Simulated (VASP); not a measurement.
## CoSiGe3: single point with PBE

CoSiGe3:

```
Co Si Ge
1.0
     3.36887    0.00000    0.00000
     0.00000    3.36887    0.00000
     0.00000    0.00000    7.68200
Co Si Ge
1 1 3
Direct
  0.00000 0.00000 0.50000
  0.50000 0.50000 0.00000
  0.50000 0.50000 0.33174
  0.50000 0.50000 0.66826
  0.00000 0.00000 0.00000
```

The cell was generated, and may not be a known phase.

```
Program                : VASP 6.6.1
Task                   : single point
Functional             : PBE
Potentials or basis    : VASP PAW PBE potentials, release 64 (Co, Si, Ge_d)
Cutoff                 : 520 eV
k mesh                 : 12 × 12 × 6
Occupations            : gaussian, width 0.1 eV
Spin                   : collinear spin, ferromagnetic start
Starting moments       : [0.86, 0.0, 0.0, 0.0, 0.0] μB
Dipole correction      : no
Further INCAR settings : ALGO = Normal; EDIFF = 1e-06; NBANDS = 40
```

The pressure is -1.4 GPa. The largest force is 0.005 eV/Å. The net moment is 0.75 μB per cell and the site moments are Co +0.79; Si +0.00; Ge -0.01, +0.01 (each value once) μB. The valence electrons inside the program's atomic spheres are Co 7.97; Si 1.68; Ge 12.23, 12.48 (each value once).

Forces on the atoms (eV/Å):
```
Co   0.000  0.000  0.000
Si   0.000  0.000  0.000
Ge   0.000  0.000 -0.005
Ge   0.000  0.000  0.005
Ge   0.000  0.000  0.000
```

Stress tensor (GPa, compression positive):
```
-1.31  0.00  0.00
 0.00 -1.31  0.00
 0.00  0.00 -1.69
```

Levels at points of the mesh, in eV from the Fermi level:
Spin up:
```tsv
k point	band 25	band 26	band 27	band 28	band 29	band 30	band 31	band 32
(0.00, 0.00, 0.00)	-1.46	-1.32	-1.00	1.35	1.90	1.90	3.27	3.44
(0.50, 0.00, 0.00)	-1.19	-0.93	-0.70	1.06	1.54	1.56	1.67	4.59
(0.50, 0.50, 0.00)	-2.84	-1.14	-1.09	-0.74	0.30	0.81	0.81	1.17
(0.00, 0.00, 0.50)	-1.27	-1.21	-0.34	1.48	1.48	2.28	3.26	4.04
(0.50, 0.00, 0.50)	-1.19	-0.93	-0.85	-0.07	1.57	1.65	3.48	4.16
(0.50, 0.50, 0.50)	-2.56	-2.56	-1.39	-1.09	0.18	0.22	1.88	1.88
```
Spin down:
```tsv
k point	band 23	band 24	band 25	band 26	band 27	band 28	band 29	band 30	band 31	band 32
(0.00, 0.00, 0.00)	-1.43	-0.85	-0.85	-0.70	-0.58	1.55	1.89	1.89	3.28	3.44
(0.50, 0.00, 0.00)	-1.58	-0.78	-0.70	-0.51	0.00	1.38	1.53	1.58	1.71	4.59
(0.50, 0.50, 0.00)	-2.86	-2.59	-2.59	-0.49	-0.30	-0.05	0.31	1.14	1.17	1.17
(0.00, 0.00, 0.50)	-0.73	-0.73	-0.70	-0.57	-0.34	1.46	1.46	2.32	3.27	4.04
(0.50, 0.00, 0.50)	-1.59	-1.54	-0.52	-0.26	-0.06	0.31	1.60	1.67	3.54	4.26
(0.50, 0.50, 0.50)	-3.31	-3.19	-2.21	-2.21	-0.95	-0.05	0.58	0.70	2.20	2.20
```

Wall time 12 min on 4 MPI ranks on Oxide Virtual Turin-like Processor, on a shared host, peak memory 0.63 GiB a rank.
